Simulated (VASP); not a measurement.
Set up this calculation in VASP 6.6.1, as the native input.

```
Task                   : single point
Functional             : PBE
Potentials or basis    : VASP PAW PBE potentials, release 64 (Be, Cd, S)
Cutoff                 : 520 eV
k mesh                 : 10 × 10 × 6
Occupations            : gaussian, width 0.1 eV
Spin                   : no spin polarisation
Dipole correction      : no
Further INCAR settings : ALGO = Normal; EDIFF = 1e-06; NBANDS = 25
```

The structure of Be2Cd2S lies in POSCAR:

```
Be2Cd2S
1.0
    3.7504414809      0.0000000000      0.0000000000
    0.0000000000      3.7504414809      0.0000000000
    0.0000000000      0.0000000000      7.9274203460
Be Cd S
2 2 1
Direct
    0.5000000000      0.0000000000      0.7499792592
    0.0000000000      0.5000000000      0.7499792592
    0.5000000000      0.0000000000      0.0855694816
    0.0000000000      0.5000000000      0.0855694816
    0.0000000000      0.0000000000      0.6090939686
```

The cell was generated, and may not be a known phase.

One way to write it, as run:

INCAR

```
SYSTEM = Be2Cd2S
ALGO = Normal
EDIFF = 1E-6
ENCUT = 520
GGA = PE
ISIF = 2
ISMEAR = 0
LASPH = .TRUE.
LCHARG = .FALSE.
LREAL = .FALSE.
LWAVE = .FALSE.
NBANDS = 25
NELM = 80
PREC = Accurate
SIGMA = 0.1
```

KPOINTS

```
k-points
0
G
  10 10 6
  0 0 0
```

Potentials or basis: VASP PAW PBE potentials, release 64 (Be, Cd, S).

The run is started by

```console
$ cat potpaw_PBE.64/Be/POTCAR potpaw_PBE.64/Cd/POTCAR potpaw_PBE.64/S/POTCAR > POTCAR
$ mpirun -np 1 vasp_std > vasp.out
```

It gave:

| Property | Result |
| --- | --- |
| Pressure | 0.2 GPa |
| Largest force | 0.005 eV/Å |
| Band gap on the k mesh | zero (bands 17 and 18 overlap by 2.57 eV) |

Run time: 6 min on 1 thread of Intel Xeon 8259CL, on a shared host, peak memory 0.35 GiB.
